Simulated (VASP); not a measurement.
Here is a VASP 6.6.1 calculation.

The input INCAR:

```
SYSTEM = Y
ALGO = Normal ; EDIFF = 1E-8
ENCUT = 520 ; ISIF = 2
ISMEAR = -1 ; LASPH = .True.
LCHARG = .False. ; LEFG = .True.
LREAL = .False. ; LWAVE = .False.
NBANDS = 18 ; NELM = 100
PREC = Accurate ; SIGMA = 0.08
```

KPOINTS

```
k-points
0
Gamma
  12 12 7
  0 0 0
```

Contents of POSCAR:

```
Y
1.0
    3.6392867738      0.0000000000      0.0000000000
   -1.8196433869      3.1517147978      0.0000000000
    0.0000000000      0.0000000000      5.7281777828
Y
2
Direct
    0.3333333333      0.6666666667      0.2500000000
    0.6666666667      0.3333333333      0.7500000000
```

Potentials or basis: VASP PAW LDA potentials, release 64 (Y_sv).

Run with:

```sh
$ cat potpaw_LDA.64/Y_sv/POTCAR > POTCAR
$ mpirun -np 1 vasp_std > vasp.out
```

Problem. Predict the pressure.

Solution. -3.7 GPa.

Problem. Predict the band gap on the k mesh.

Solution. Zero (band 11 reaches 3.77 eV, above the bottom of band 12 at 2.42 eV).

Stress tensor (GPa, compression positive):
```
-3.48  0.00  0.00
 0.00 -3.48  0.00
 0.00  0.00 -4.06
```

Caveat: without QUAD_EFG the Cq values of the log hold for a quadrupole moment of 1 mb, not for the nuclei.
